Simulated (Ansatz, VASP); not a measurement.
Au in VASP and in Ansatz

INCAR

```
SYSTEM = Au
  PREC = Accurate
  ENCUT = 520
  EDIFF = 1E-6
  ISMEAR = 0
  SIGMA = 0.1
  LREAL = .False.
  LASPH = .True.
  NELM = 60
  ALGO = Normal
  ISIF = 2
  LWAVE = .False.
  LCHARG = .False.
  GGA = PE
  NBANDS = 12
```

Contents of KPOINTS:

```
regular mesh
0
Gamma
  18 18 18
  0 0 0
```

POSCAR

```
Au
1.0
   -1.6830285131      1.6830285131      1.6830285131
    1.6830285131     -1.6830285131      1.6830285131
    1.6830285131      1.6830285131     -1.6830285131
Au
1
Direct
    0.0000000000      0.0000000000      0.0000000000
```

Input for Ansatz:

```yaml
crystal:
  lattice:
    - [-1.6830285131, 1.6830285131, 1.6830285131]
    - [1.6830285131, -1.6830285131, 1.6830285131]
    - [1.6830285131, 1.6830285131, -1.6830285131]
  atoms:
    - { symbol: Au, position: [0.0, 0.0, 0.0] }
basis:
  ecutwfc: 420
kpoints:
  mp_grid: { grid: [18, 18, 18] }
hamiltonian:
  xc: pbe
scf:
  occupations: { method: gaussian, width: 0.1 }
output:
  forces: true
  stress: true
  eigenvalues: true
```

Alike in both runs: task single point; functional PBE; k mesh 18 × 18 × 18; occupations gaussian, width 0.1 eV; no spin polarisation.

|  | VASP | Ansatz |
| --- | --- | --- |
| version | VASP 6.6.1 | Ansatz 0.2.0 |
| potentials or method | VASP PAW PBE potentials, release 64 (Au), cutoff 520 eV | scalar-relativistic, plane waves, PAW |
| valence electrons in the cell | 11 | 19 |

|  | VASP | Ansatz | Ansatz less VASP |
| --- | --- | --- | --- |
| gap on the k mesh at the Fermi level (eV) | none | none | - |
| pressure (GPa) | -6.9 | -6.7 | +0.15 |

A gap of «none» marks a metal or a gap that the smearing closes. The functional is the same, so the differences come from potentials, cutoffs and numerics. VASP's potentials hold 11 valence electrons a cell and Ansatz's 19, so a difference there can come from the potentials and not from the codes.

Spin-orbit coupling is off throughout.
